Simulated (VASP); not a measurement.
# C (Fd-3m) in VASP: notebook, part 2 of 2

VASP 6.6.1. The steps go on from the part before.

## (4) Vibrations by perturbation theory, PBEsol

This run uses another cell than the first one, of 5.64 Å³/atom, 1.037 times its volume.

Input file INCAR:

```
SYSTEM = C
PREC = Accurate
ENCUT = 520
EDIFF = 1E-8
ISMEAR = 0
SIGMA = 0.01
LREAL = .FALSE.
LASPH = .TRUE.
NELM = 100
ALGO = Normal
ISIF = 2
LWAVE = .FALSE.
LCHARG = .FALSE.
GGA = PS
IBRION = 8
NSW = 1
```

Input file KPOINTS:

```
regular mesh
0
G
  12 12 12
  0 0 0
```

Input file POSCAR:

```
C
1.0
    1.7795593411      1.7795593411      0.0000000000
   -1.7795593411      1.7795593411      0.0000000000
    0.0000000000      1.7795593411      1.7795593411
C
2
Direct
    0.5000000000      0.5000000000      0.0000000000
    0.7500000000      0.2500000000      0.5000000000
```

Potentials or basis: VASP PAW PBE potentials, release 64 (C).

Run with:

```
$ cat potpaw_PBE.64/C/POTCAR > POTCAR
$ mpirun -np 1 vasp_std > vasp.out
```

OUTCAR:

```text
SYSTEM = C
   PREC = Accurate
   ENCUT = 520
   EDIFF = 1E-8
   ISMEAR = 0
   LREAL = .FALSE.
   LASPH = .TRUE.
   NELM = 100
   ISIF = 2
   GGA = PS
   IBRION = 8
   NSW = 1

 ion  position               nearest neighbor table
   1  0.500  0.500  0.000-   2 1.54   2 1.54   2 1.54   2 1.54
   2  0.750  0.250  0.500-   1 1.54   1 1.54   1 1.54   1 1.54

  LATTYP: Found a face centered cubic cell.
 ALAT       =     3.5591186822

  Lattice vectors:

 A1 = (   0.0000000000,   1.7795593411,   1.7795593411)
[... 514 lines left out ...]
               1X          1Y          1Z          2X          2Y          2Z
  1X   -37.530217    0.000000    0.000000   37.530217    0.000000    0.000000
  1Y     0.000000  -37.530217    0.000000    0.000000   37.530217    0.000000
  1Z     0.000000    0.000000  -37.530217    0.000000    0.000000   37.530217
  2X    37.530217    0.000000    0.000000  -37.530217    0.000000    0.000000
  2Y     0.000000   37.530217    0.000000    0.000000  -37.530217    0.000000
  2Z     0.000000    0.000000   37.530217    0.000000    0.000000  -37.530217

 Eigenvectors and eigenvalues of the dynamical matrix
 ----------------------------------------------------

   1 f  =   39.081091 THz   245.553736 2PiTHz 1303.604872 cm-1   161.626332 meV
             X         Y         Z           dx          dy          dz
      0.000000  1.779559  0.000000     0.000000   -0.707107    0.000000
      0.889780  2.669339  0.889780     0.000000    0.707107    0.000000
[... 21 lines left out ...]
   6 f  =    0.000000 THz     0.000000 2PiTHz    0.000000 cm-1     0.000000 meV
             X         Y         Z           dx          dy          dz
      0.000000  1.779559  0.000000     0.000000    0.000000    0.707107
      0.889780  2.669339  0.889780     0.000000    0.000000    0.707107

--------------------------------------------------------------------------------------------------------

 ELASTIC MODULI CONTR FROM IONIC RELAXATION (kBar)
 Direction    XX          YY          ZZ          XY          YZ          ZX
 --------------------------------------------------------------------------------
 XX          -0.0000      0.0000      0.0000      0.0000     -0.0000     -0.0000
 YY           0.0000     -0.0000      0.0000     -0.0000      0.0000     -0.0000
 ZZ           0.0000      0.0000     -0.0000     -0.0000     -0.0000     -0.0000
 XY           0.0000     -0.0000     -0.0000    -53.3250     -0.0000     -0.0000
 YZ          -0.0000      0.0000     -0.0000     -0.0000    -53.3250     -0.0000
 ZX          -0.0000     -0.0000     -0.0000     -0.0000     -0.0000    -53.3250
 --------------------------------------------------------------------------------
```

Run time: 37 s. Hardware: 1 thread of Intel Xeon 6975P-C, shared host; peak memory 0.16 GiB.

Results:

```
Highest phonon frequency at Γ : 1304 cm⁻¹
```

Phonon frequencies in cm⁻¹ (negative: imaginary):
```
              q point           frequencies
(0.000, 0.000, 0.000)  0 0 0 1304 1304 1304
```

Caveat: the PAW data sets were made with another functional, which shifts forces and pressure a little.

## (5) Vibrations by perturbation theory, PBEsol

This run uses another cell than the first one, of 5.59 Å³/atom, 1.027 times its volume.

Input file INCAR:

```
PREC = Accurate
ENCUT = 520
EDIFF = 1E-8
ISMEAR = 0
SIGMA = 0.01
LREAL = F
LASPH = T
NELM = 80
ALGO = Normal
ISIF = 2
LWAVE = F
LCHARG = F
GGA = PS
IBRION = 8
NSW = 1
```

Input file KPOINTS:

```
Automatic mesh
0
Gamma
  12 12 12
```

Input file POSCAR:

```
C
1.0
    1.7742848629      1.7742848629      0.0000000000
   -1.7742848629      1.7742848629      0.0000000000
    0.0000000000      1.7742848629      1.7742848629
C
2
Direct
    0.5000000000      0.5000000000      0.0000000000
    0.7500000000      0.2500000000      0.5000000000
```

Potentials or basis: VASP PAW PBE potentials, release 64 (C).

Run with:

```
$ cat potpaw_PBE.64/C/POTCAR > POTCAR
$ mpirun -np 1 vasp_std > vasp.out
```

OUTCAR:

```text
PREC = Accurate
   ENCUT = 520
   EDIFF = 1E-8
   ISMEAR = 0
   LREAL = F
   LASPH = T
   NELM = 80
   ISIF = 2
   GGA = PS
   IBRION = 8
   NSW = 1

 ion  position               nearest neighbor table
   1  0.500  0.500  0.000-   2 1.54   2 1.54   2 1.54   2 1.54
   2  0.750  0.250  0.500-   1 1.54   1 1.54   1 1.54   1 1.54

  LATTYP: Found a face centered cubic cell.
 ALAT       =     3.5485697258

  Lattice vectors:

 A1 = (   0.0000000000,   1.7742848629,   1.7742848629)
[... 518 lines left out ...]
  2X    38.200811    0.000000    0.000000  -38.200811    0.000000    0.000000
  2Y     0.000000   38.200811    0.000000    0.000000  -38.200811    0.000000
  2Z     0.000000    0.000000   38.200811    0.000000    0.000000  -38.200811

 Eigenvectors and eigenvalues of the dynamical matrix
 ----------------------------------------------------

   1 f  =   39.428697 THz   247.737813 2PiTHz 1315.199780 cm-1   163.063917 meV
             X         Y         Z           dx          dy          dz
      0.000000  1.774285  0.000000     0.136738    0.692407    0.043298
      0.887142  2.661427  0.887142    -0.136738   -0.692407   -0.043298
[... 16 lines left out ...]
   5 f  =    0.000000 THz     0.000002 2PiTHz    0.000010 cm-1     0.000001 meV
             X         Y         Z           dx          dy          dz
      0.000000  1.774285  0.000000     0.705033    0.051842   -0.015510
      0.887142  2.661427  0.887142     0.705033    0.051842   -0.015510

   6 f/i=    0.000001 THz     0.000005 2PiTHz    0.000027 cm-1     0.000003 meV
             X         Y         Z           dx          dy          dz
      0.000000  1.774285  0.000000    -0.053621    0.696562   -0.109204
      0.887142  2.661427  0.887142    -0.053621    0.696562   -0.109204

--------------------------------------------------------------------------------------------------------

 ELASTIC MODULI CONTR FROM IONIC RELAXATION (kBar)
 Direction    XX          YY          ZZ          XY          YZ          ZX
 --------------------------------------------------------------------------------
 XX          -0.0000     -0.0000     -0.0000     -0.0000     -0.0000     -0.0000
 YY          -0.0000     -0.0000     -0.0000     -0.0000     -0.0000     -0.0000
 ZZ          -0.0000     -0.0000     -0.0000     -0.0000     -0.0000     -0.0000
 XY          -0.0000     -0.0000     -0.0000    -67.8294      0.0000     -0.0000
 YZ          -0.0000     -0.0000     -0.0000      0.0000    -67.8294      0.0000
 ZX          -0.0000     -0.0000     -0.0000     -0.0000      0.0000    -67.8294
 --------------------------------------------------------------------------------
```

stdout:

```text
POSCAR found type information on POSCAR C
 POSCAR found :  1 types and       2 ions
 scaLAPACK will be used
 -----------------------------------------------------------------------------
|                                                                             |
|                                                                             |
|     You enforced a specific xc type in the INCAR file but a different       |
|     I HOPE YOU KNOW WHAT YOU ARE DOING!                                     |
|                                                                             |
 -----------------------------------------------------------------------------

 LDA part: xc-table for (Slater+PW92), standard interpolation
 POSCAR, INCAR and KPOINTS ok, starting setup
 FFT: planning ... GRIDC
 FFT: planning ... GRID_SOFT
 FFT: planning ... GRID
 WAVECAR not read
 entering main loop
 Linear response reoptimize wavefunctions to high precision
 Linear response DOF=           1
 Linear response progress:
 first order change of Fermi-energy  -0.24926E-03
 force on displaced ion       1 direction 1 : -38.201   0.000   0.000
 Linear response finished
```

Wall time 31 s (1 thread of Intel Xeon 6975P-C, shared host); peak memory 0.16 GiB.

Results:

```
Highest phonon frequency at Γ : 1315 cm⁻¹
```

Phonon frequencies in cm⁻¹ (negative: imaginary):
| q point | frequencies |
| --- | --- |
| (0.000, 0.000, 0.000) | 0 0 0 1315 1315 1315 |

Caveat: the cell wasn't relaxed at this level first, which shifts response properties; the PAW data sets were made with another functional, which shifts forces and pressure a little.

## (6) Vibrations by perturbation theory, PBEsol

This run uses another cell than the first one, of 5.56 Å³/atom, 1.023 times its volume.

Input file INCAR:

```
SYSTEM = C
PREC     = Accurate       ! precision mode
ENCUT    = 520            ! plane-wave cutoff, eV
EDIFF    = 1E-8           ! SCF threshold, eV
ISMEAR   = 0              ! smearing method
SIGMA    = 0.01           ! smearing width, eV
LREAL    = .FALSE.        ! projectors in reciprocal space
LASPH    = .TRUE.         ! aspherical terms in the spheres
NELM     = 80             ! most SCF steps
ALGO     = Normal         ! electronic algorithm
ISIF     = 2              ! what is computed and relaxed
LWAVE    = .FALSE.        ! write WAVECAR
LCHARG   = .FALSE.        ! write CHGCAR
GGA      = PS             ! functional
NBANDS   = 11             ! bands
IBRION   = 8              ! ionic algorithm
NSW      = 1              ! ionic steps
```

Input file KPOINTS:

```
Automatic mesh
0
G
  12 12 12
  0 0 0
```

Input file POSCAR:

```
C
1.0
    1.7717161758      1.7717161758      0.0000000000
   -1.7717161758      1.7717161758      0.0000000000
    0.0000000000      1.7717161758      1.7717161758
C
2
Direct
    0.5000000000      0.5000000000      0.0000000000
    0.7500000000      0.2500000000      0.5000000000
```

Potentials or basis: VASP PAW PBE potentials, release 64 (C).

Run with:

```
$ cat potpaw_PBE.64/C/POTCAR > POTCAR
$ mpirun -np 1 vasp_std > vasp.out
```

OUTCAR:

```text
SYSTEM = C
   PREC = Accurate
   ENCUT = 520
   EDIFF = 1E-8
   ISMEAR = 0
   LREAL = .FALSE.
   LASPH = .TRUE.
   NELM = 80
   ISIF = 2
   GGA = PS
   IBRION = 8
   NSW = 1

 ion  position               nearest neighbor table
   1  0.500  0.500  0.000-   2 1.53   2 1.53   2 1.53   2 1.53
   2  0.750  0.250  0.500-   1 1.53   1 1.53   1 1.53   1 1.53

  LATTYP: Found a face centered cubic cell.
 ALAT       =     3.5434323516

  Lattice vectors:

 A1 = (   0.0000000000,   1.7717161758,   1.7717161758)
[... 586 lines left out ...]
               1X          1Y          1Z          2X          2Y          2Z
  1X   -38.532225    0.000000    0.000000   38.532225    0.000000    0.000000
  1Y     0.000000  -38.532225    0.000000    0.000000   38.532225    0.000000
  1Z     0.000000    0.000000  -38.532225    0.000000    0.000000   38.532225
  2X    38.532225    0.000000    0.000000  -38.532225    0.000000    0.000000
  2Y     0.000000   38.532225    0.000000    0.000000  -38.532225    0.000000
  2Z     0.000000    0.000000   38.532225    0.000000    0.000000  -38.532225

 Eigenvectors and eigenvalues of the dynamical matrix
 ----------------------------------------------------

   1 f  =   39.599361 THz   248.810126 2PiTHz 1320.892515 cm-1   163.769726 meV
             X         Y         Z           dx          dy          dz
      0.000000  1.771716  0.000000     0.000000   -0.707107    0.000000
      0.885858  2.657574  0.885858     0.000000    0.707107    0.000000
[... 21 lines left out ...]
   6 f  =    0.000000 THz     0.000000 2PiTHz    0.000000 cm-1     0.000000 meV
             X         Y         Z           dx          dy          dz
      0.000000  1.771716  0.000000     0.000000    0.000000    0.707107
      0.885858  2.657574  0.885858     0.000000    0.000000    0.707107

--------------------------------------------------------------------------------------------------------

 ELASTIC MODULI CONTR FROM IONIC RELAXATION (kBar)
 Direction    XX          YY          ZZ          XY          YZ          ZX
 --------------------------------------------------------------------------------
 XX          -0.0000     -0.0000     -0.0000     -0.0000     -0.0000     -0.0000
 YY          -0.0000     -0.0000     -0.0000     -0.0000     -0.0000     -0.0000
 ZZ          -0.0000     -0.0000     -0.0000     -0.0000     -0.0000     -0.0000
 XY          -0.0000     -0.0000     -0.0000    -75.5818      0.0000      0.0000
 YZ          -0.0000     -0.0000     -0.0000      0.0000    -75.5818      0.0000
 ZX          -0.0000     -0.0000     -0.0000      0.0000      0.0000    -75.5818
 --------------------------------------------------------------------------------
```

OSZICAR:

```text
N       E                     dE             d eps       ncg     rms          rms(c)
DAV:   1     0.990177583627E+00    0.99018E+00   -0.49501E+03  1643   0.704E+02
DAV:   2    -0.195630563848E+02   -0.20553E+02   -0.19977E+02  2110   0.131E+02
DAV:   3    -0.199493484218E+02   -0.38629E+00   -0.38542E+00  1869   0.139E+01
DAV:   4    -0.199499811706E+02   -0.63275E-03   -0.63273E-03  1718   0.691E-01
[... 21 lines left out ...]
RMM:   6    -0.111820068656E+00    0.56965E-05   -0.59335E-06 10128   0.606E-04    0.487E-04
RMM:   7    -0.111816724071E+00    0.33446E-05   -0.18252E-06 10334   0.334E-04    0.667E-05
RMM:   8    -0.111816348719E+00    0.37535E-06   -0.11407E-08 10418   0.462E-05    0.840E-06
RMM:   9    -0.111816284154E+00    0.64565E-07    0.46833E-08 10736   0.149E-05    0.195E-06
RMM:  10    -0.111816284481E+00   -0.32711E-09    0.59751E-08  9155   0.858E-06    0.720E-07
 Linear response finished
```

Wall time 41 s (1 thread of Intel Xeon 6975P-C, shared host); peak memory 0.17 GiB.

What came out:

```
Highest phonon frequency at Γ : 1321 cm⁻¹
```

Phonon frequencies in cm⁻¹ (negative: imaginary):
```
              q point           frequencies
(0.000, 0.000, 0.000)  0 0 0 1321 1321 1321
```

Caveat: the cell wasn't relaxed at this level first, which shifts response properties; the PAW data sets were made with another functional, which shifts forces and pressure a little.
